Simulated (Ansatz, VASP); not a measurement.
## Two plane-wave programs on BN

The input INCAR:

```
PREC = Accurate ; ENCUT = 600
EDIFF = 1E-6 ; ISMEAR = 0
SIGMA = 0.05 ; LREAL = False
LASPH = True ; NELM = 120
ALGO = Normal ; ISIF = 2
LWAVE = False ; LCHARG = False
GGA = B5 ; ALDAX = 1.0
AGGAX = 1.0 ; AGGAC = 1.0
ALDAC = 0.0 ; NBANDS = 11
GGA_COMPAT = False
```

KPOINTS

```
Automatic mesh
0
Gamma
  12 12 12
```

The input POSCAR:

```
BN
1.0
    0.0000000000      1.8354065779      1.8354065779
    1.8354065779      0.0000000000      1.8354065779
    1.8354065779      1.8354065779      0.0000000000
B N
1 1
Direct
    0.0000000000      0.0000000000      0.0000000000
    0.7500000000      0.7500000000      0.7500000000
```

Input for Ansatz:

```yaml
crystal:
  lattice:
    - [0.0, 1.8354065779, 1.8354065779]
    - [1.8354065779, 0.0, 1.8354065779]
    - [1.8354065779, 1.8354065779, 0.0]
  atoms:
    - { symbol: B, position: [0.0, 0.0, 0.0] }
    - { symbol: "N", position: [0.75, 0.75, 0.75] }
basis:
  ecutwfc: 420
  ecutrho_ratio: 4
kpoints:
  mp_grid: { grid: [12, 12, 12] }
hamiltonian:
  xc: blyp
scf:
  occupations: { method: gaussian, width: 0.05 }
output:
  forces: true
  stress: true
  eigenvalues: true
```

Alike in both runs: task single point; functional BLYP; k mesh 12 × 12 × 12; occupations gaussian, width 0.05 eV; no spin polarisation.

```csv
,VASP,Ansatz
version,VASP 6.6.1,Ansatz 0.2.0
potentials or method,"VASP PAW PBE potentials, release 64 (B, N), cutoff 600 eV","scalar-relativistic, plane waves, PAW"
valence electrons in the cell,8,8
```

|  | VASP | Ansatz | Ansatz less VASP |
| --- | --- | --- | --- |
| gap on the k mesh at the Fermi level (eV) | 4.81 | 4.81 | -0.005 |
| least direct gap on the mesh (eV) | 8.71 | 8.70 | -0.010 |
| pressure (GPa) | -7.1 | -6.6 | +0.46 |

VASP's potentials were made for PBE, not for BLYP.
